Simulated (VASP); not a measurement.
# Al2Au (Fd-3m) in VASP: notebook

Al2Au is run at these levels: PBE; tasks: single point.

All numbers are computed with VASP 6.6.1; they aren't measurements. Logs are shortened: lines on timing, memory, paths and dates and some standing lists are left out, and cuts for length are marked.

## Step 1: The cell of the first run

The structure is cubic, space group Fd-3m (No. 227). Conventional cell: a = 11.091 Å, b = 11.091 Å, c = 11.091 Å, α = 90.00°, β = 90.00°, γ = 90.00°. Al (site symmetry -3m) has 2 Au at 2.40 Å within 3.2 Å. Within 3.2 Å of Au (site symmetry -43m) lie 4 Al at 2.40 Å.

## Step 2: Single point, PBE

INCAR

```
SYSTEM = Al2Au
ALGO     = Normal         ! electronic algorithm
EDIFF    = 1E-6           ! SCF threshold, eV
ENCUT    = 520            ! plane-wave cutoff, eV
GGA      = PE             ! functional
ISIF     = 2              ! what is computed and relaxed
ISMEAR   = 0              ! smearing method
LASPH    = .True.         ! aspherical terms in the spheres
LCHARG   = .False.        ! write CHGCAR
LREAL    = .False.        ! projectors in reciprocal space
LWAVE    = .False.        ! write WAVECAR
NBANDS   = 26             ! bands
NELM     = 80             ! most SCF steps
PREC     = Accurate       ! precision mode
SIGMA    = 0.1            ! smearing width, eV
```

KPOINTS

```
k-points
0
Gamma
  4 4 4
  0 0 0
```

POSCAR

```
Al2Au
1.0
    0.0000000000      5.5453200427      5.5453200427
    5.5453200427      0.0000000000      5.5453200427
    5.5453200427      5.5453200427      0.0000000000
Al Au
4 2
Direct
    0.6250000000      0.6250000000      0.6250000000
    0.1250000000      0.6250000000      0.6250000000
    0.6250000000      0.6250000000      0.1250000000
    0.6250000000      0.1250000000      0.6250000000
    0.5000000000      0.5000000000      0.5000000000
    0.7500000000      0.7500000000      0.7500000000
```

Potentials or basis: VASP PAW PBE potentials, release 64 (Al, Au).

On the command line:

```sh
cat potpaw_PBE.64/Al/POTCAR potpaw_PBE.64/Au/POTCAR > POTCAR
mpirun -np 1 vasp_std > vasp.out
```

OUTCAR:

```text
SYSTEM = Al2Au
   EDIFF = 1E-6
   ENCUT = 520
   GGA = PE
   ISIF = 2
   ISMEAR = 0
   LASPH = .True.
   LREAL = .False.
   NELM = 80
   PREC = Accurate

 ion  position               nearest neighbor table
   1  0.625  0.625  0.625-   5 2.40   6 2.40
   2  0.125  0.625  0.625-   5 2.40   6 2.40
   3  0.625  0.625  0.125-   5 2.40   6 2.40
   4  0.625  0.125  0.625-   5 2.40   6 2.40
   5  0.500  0.500  0.500-   1 2.40   2 2.40   3 2.40   4 2.40
   6  0.750  0.750  0.750-   1 2.40   2 2.40   3 2.40   4 2.40

  LATTYP: Found a face centered cubic cell.
 ALAT       =    11.0906400854

  Lattice vectors:

 A1 = (   0.0000000000,   5.5453200427,   5.5453200427)
 A2 = (   5.5453200427,   0.0000000000,   5.5453200427)
 A3 = (   5.5453200427,   5.5453200427,   0.0000000000)

Analysis of symmetry for initial positions (statically):
=====================================================================
 Subroutine PRICEL returns:
 Original cell was already a primitive cell.

 Routine SETGRP: Setting up the symmetry group for a
 face centered cubic supercell.

 Subroutine GETGRP returns: Found 48 space group operations
 (whereof 24 operations were pure point group operations)
 out of a pool of 48 trial point group operations.

The static configuration has the point symmetry T_d .
 The point group associated with its full space group is O_h .

Analysis of symmetry for dynamics (positions and initial velocities):
=====================================================================
 Subroutine PRICEL returns:
 Original cell was already a primitive cell.

 Routine SETGRP: Setting up the symmetry group for a
 face centered cubic supercell.

 Subroutine GETGRP returns: Found 48 space group operations
 (whereof 24 operations were pure point group operations)
 out of a pool of 48 trial point group operations.

The dynamic configuration has the point symmetry T_d .
 The point group associated with its full space group is O_h .

 Subroutine INISYM returns: Found 48 space group operations
 (whereof 24 operations are pure point group operations),
 and found     1 'primitive' translations

----------------------------------------------------------------------------------------

                                     Primitive cell

  volume of cell :     341.0436

  direct lattice vectors                    reciprocal lattice vectors
     0.000000000  5.545320043  5.545320043    -0.090166121  0.090166121  0.090166121
     5.545320043  0.000000000  5.545320043     0.090166121 -0.090166121  0.090166121
     5.545320043  5.545320043  0.000000000     0.090166121  0.090166121 -0.090166121

  length of vectors
     7.842266812  7.842266812  7.842266812     0.156172303  0.156172303  0.156172303

  position of ions in fractional coordinates (direct lattice)
     0.625000000  0.625000000  0.625000000
     0.125000000  0.625000000  0.625000000
     0.625000000  0.625000000  0.125000000
     0.625000000  0.125000000  0.625000000
     0.500000000  0.500000000  0.500000000
     0.750000000  0.750000000  0.750000000

  ion indices of the primitive-cell ions
   primitive index   ion index
                 1           1
                 2           2
                 3           3
                 4           4
                 5           5
                 6           6

----------------------------------------------------------------------------------------

 KPOINTS: k-points

Automatic generation of k-mesh.
 Grid dimensions read from file:
 generate k-points for:    4    4    4

 Generating k-lattice:

  Cartesian coordinates                     Fractional coordinates (reciprocal lattice)
    -0.022541530  0.022541530  0.022541530     0.250000000  0.000000000  0.000000000
     0.022541530 -0.022541530  0.022541530     0.000000000  0.250000000  0.000000000
     0.022541530  0.022541530 -0.022541530     0.000000000  0.000000000  0.250000000

  Length of vectors
     0.039043076  0.039043076  0.039043076

  Shift w.r.t. Gamma in fractional coordinates (k-lattice)
     0.000000000  0.000000000  0.000000000

 Subroutine IBZKPT returns following result:
 ===========================================

 Found      8 irreducible k-points:

 Following reciprocal coordinates:
            Coordinates               Weight
  0.000000  0.000000  0.000000      1.000000
  0.250000  0.000000  0.000000      8.000000
  0.500000  0.000000  0.000000      4.000000
  0.250000  0.250000  0.000000      6.000000
  0.500000  0.250000  0.000000     24.000000
 -0.250000  0.250000  0.000000     12.000000
  0.500000  0.500000  0.000000      3.000000
 -0.250000  0.500000  0.250000      6.000000
   k-points           NKPTS =      8   k-points in BZ     NKDIM =      8   number of bands    NBANDS=     26
   number of dos      NEDOS =    301   number of ions     NIONS =      6
   total plane-waves  NPLWV = 216000
   dimension x,y,z NGX =    60 NGY =   60 NGZ =   60
   dimension x,y,z NGXF=   120 NGYF=  120 NGZF=  120
   ions per type =               4   2
   NGX,Y,Z   is equivalent  to a cutoff of  12.72, 12.72, 12.72 a.u.
   NGXF,Y,Z  is equivalent  to a cutoff of  25.44, 25.44, 25.44 a.u.
 SYSTEM =  Al2Au
   PREC   = accura    normal or accurate (medium, high low for compatibility)
   ISTART =      0    job   : 0-new  1-cont  2-samecut
   ICHARG =      2    charge: 1-file 2-atom 10-const
   ISPIN  =      1    spin polarized calculation?
   LNONCOLLINEAR =      F non collinear calculations
   LSORBIT =      F    spin-orbit coupling
   LASPH  =      T    aspherical Exc in radial PAW
   ENCUT  =  520.0 eV  38.22 Ry    6.18 a.u.  14.58 14.58 14.58*2*pi/ulx,y,z
   NELM   =     80;   NELMIN=  2; NELMDL= -5     # of ELM steps
   EDIFF  = 0.1E-05   stopping-criterion for ELM
   LREAL  =      F    real-space projection
   EDIFFG = 0.1E-04   stopping-criterion for IOM
   NSW    =      0    number of steps for IOM
   IBRION =     -1    ionic relax: 0-MD 1-quasi-New 2-CG
   NFREE  =      0    steps in history (QN), initial steepest desc. (CG)
   ISIF   =      2    stress and relaxation
   ISYM   =      2    0-nonsym 1-usesym 2-fastsym
   POTIM  = 0.5000    time-step for ionic-motion
   TEBEG  =    0.0;   TEEND  =   0.0 temperature during run
   PSTRESS=    0.0 pullay stress
   NELECT =      34.0000    total number of electrons
   NUPDOWN=      -1.0000    fix difference up-down
   EMIN   =  10.00;   EMAX   =-10.00  energy-range for DOS
   EFERMI =   0.00;   METHOD = LEGACY
   ISMEAR =     0;   SIGMA  =   0.10  broadening in eV -4-tet -1-fermi 0-gaus
   EFERMI_NEDOS =   21; number of points for ismear=-14 and -15
   IALGO  =     38    algorithm
   IMIX   =      4    mixing-type and parameters
     AMIX     =   0.40;   BMIX     =  1.00
     AMIX_MAG =   1.60;   BMIX_MAG =  1.00
  volume/ion in A,a.u.               =      56.84       383.58
  Fermi-wavevector in a.u.,A,eV,Ry     =   0.759098  1.434487  7.840082  0.576230
  Thomas-Fermi vector in A             =   1.857817
   LORBIT       =      0    0 simple, 1 ext, 2 COOP (PROOUT), +10 PAW based schemes
   GGA     = PE    functional components
   LHFCALC =     F    Hartree Fock is set to
   AEXX    =    0.0000 exact exchange contribution
   IVDW    =     0    specifies the selected vdW correction
   LEPSILON=     F    determine dielectric tensor
   LRPA    =     F    only Hartree local field effects (RPA)
 non-spin polarized calculation
 Gauss-broadening in eV      SIGMA  =   0.10
  energy-cutoff  :      520.00
  volume of cell :      341.04
 maximum number of plane-waves:      9257
 NGX is ok and might be reduce to    60
   NGX = 29   NGY = 29   NGZ = 29

 number of electron      33.9999999 magnetization

 Free energy of the ion-electron system (eV)
  ---------------------------------------------------
  ext. energy  EPLUGINS =         0.00000000
  ---------------------------------------------------
  free energy    TOTEN  =       -18.20288595 eV

  energy without entropy =      -18.17290015  energy(sigma->0) =      -18.18789305

 E-fermi :  -0.1576     XC(G=0):  -5.3568

 val. band max:       -0.3385692266   @ k =   0.5000   0.0000   0.0000
 cond. band min:      -0.1508868675   @ k =   0.5000   0.2500   0.0000
 fundamental gap:      0.1876823591
 Fermi energy:        -0.1576345878

 k-point     1 :       0.0000    0.0000    0.0000
  band No.  band energies     occupation
      1      -7.4503      2.00000
      2      -6.3928      2.00000
      3      -6.3928      2.00000
      4      -6.3928      2.00000
      5      -5.7826      2.00000
      6      -5.7826      2.00000
[... 18 lines left out ...]
     25       4.2039      0.00000
     26       4.2039      0.00000

 k-point     2 :       0.2500    0.0000    0.0000
  band No.  band energies     occupation
      1      -7.3494      2.00000
      2      -6.4962      2.00000
      3      -6.3921      2.00000
      4      -6.3921      2.00000
      5      -5.7780      2.00000
      6      -5.7780      2.00000
[... 18 lines left out ...]
     25       3.3954      0.00000
     26       4.0534      0.00000

 k-point     3 :       0.5000    0.0000    0.0000
  band No.  band energies     occupation
      1      -7.2033      2.00000
      2      -6.6537      2.00000
      3      -6.3914      2.00000
      4      -6.3914      2.00000
      5      -5.7737      2.00000
      6      -5.7737      2.00000
[... 18 lines left out ...]
     25       3.4095      0.00000
     26       4.1665      0.00000

 k-point     4 :       0.2500    0.2500    0.0000
  band No.  band energies     occupation
      1      -7.3082      2.00000
      2      -6.5414      2.00000
      3      -6.3915      2.00000
      4      -6.3915      2.00000
      5      -5.7716      2.00000
      6      -5.7716      2.00000
[... 18 lines left out ...]
     25       3.2108      0.00000
     26       3.9054      0.00000

 k-point     5 :       0.5000    0.2500    0.0000
  band No.  band energies     occupation
      1      -7.1273      2.00000
      2      -6.7378      2.00000
      3      -6.3908      2.00000
      4      -6.3907      2.00000
      5      -5.7672      2.00000
      6      -5.7668      2.00000
[... 18 lines left out ...]
     25       3.0476      0.00000
     26       3.7166      0.00000

 k-point     6 :      -0.2500    0.2500    0.0000
  band No.  band energies     occupation
      1      -7.2035      2.00000
      2      -6.6550      2.00000
      3      -6.3914      2.00000
      4      -6.3909      2.00000
      5      -5.7729      2.00000
      6      -5.7680      2.00000
[... 18 lines left out ...]
     25       3.0214      0.00000
     26       3.5240      0.00000

 k-point     7 :       0.5000    0.5000    0.0000
  band No.  band energies     occupation
      1      -6.9365      2.00000
      2      -6.9365      2.00000
      3      -6.3902      2.00000
      4      -6.3902      2.00000
      5      -5.7600      2.00000
      6      -5.7600      2.00000
[... 18 lines left out ...]
     25       3.8737      0.00000
     26       3.8737      0.00000

 k-point     8 :      -0.2500    0.5000    0.2500
  band No.  band energies     occupation
      1      -6.9365      2.00000
      2      -6.9365      2.00000
      3      -6.3904      2.00000
      4      -6.3904      2.00000
      5      -5.7628      2.00000
      6      -5.7628      2.00000
[... 18 lines left out ...]
     25       3.1134      0.00000
     26       3.1134      0.00000

------------------------ aborting loop because EDIFF is reached ----------------------------------------

  FORCE on cell =-STRESS in cart. coord.  units (eV):
  Direction    XX          YY          ZZ          XY          YZ          ZX
  --------------------------------------------------------------------------------------
  -------------------------------------------------------------------------------------
  Total        0.0793679      0.0793679      0.0793679     -0.0000000     -0.0000000      0.0000000
  in kB        0.3728601      0.3728601      0.3728601     -0.0000000     -0.0000000      0.0000000
  external PRESSURE =       0.3728601 kB  Pullay stress =       0.0000000 kB

 VOLUME and BASIS-vectors are now :
 -----------------------------------------------------------------------------
  energy-cutoff  :      520.00
  volume of cell :      341.04
      direct lattice vectors                 reciprocal lattice vectors
     0.000000000  5.545320043  5.545320043    -0.090166121  0.090166121  0.090166121
     5.545320043  0.000000000  5.545320043     0.090166121 -0.090166121  0.090166121
     5.545320043  5.545320043  0.000000000     0.090166121  0.090166121 -0.090166121

 POSITION                                       TOTAL-FORCE (eV/Angst)
 -----------------------------------------------------------------------------------
      6.93165      6.93165      6.93165        -0.000000     -0.000000     -0.000000
      6.93165      4.15899      4.15899        -0.000000     -0.000000     -0.000000
      4.15899      4.15899      6.93165        -0.000000     -0.000000     -0.000000
      4.15899      6.93165      4.15899        -0.000000     -0.000000     -0.000000
      5.54532      5.54532      5.54532         0.000000      0.000000      0.000000
      8.31798      8.31798      8.31798        -0.000000     -0.000000     -0.000000
 -----------------------------------------------------------------------------------
    total drift:                               -0.000000     -0.000000      0.000000

  FREE ENERGIE OF THE ION-ELECTRON SYSTEM (eV)
  ---------------------------------------------------
  free  energy   TOTEN  =       -18.2028859493 eV

  energy  without entropy=      -18.1729001533  energy(sigma->0) =      -18.18789305
```

It took 2.9 min on 1 thread of AMD EPYC 7R13, shared host; peak memory 0.47 GiB.

What came out:

| Item | Value |
| --- | --- |
| Free energy | -18.2029 eV |
| Pressure | 0.0 GPa |
| Band gap on the k mesh | zero (bands 17 and 18 overlap by 1.18 eV) |

Caveat: spin-orbit coupling is left out, which moves the levels of the heavy elements.

[end of part 1 of 2]
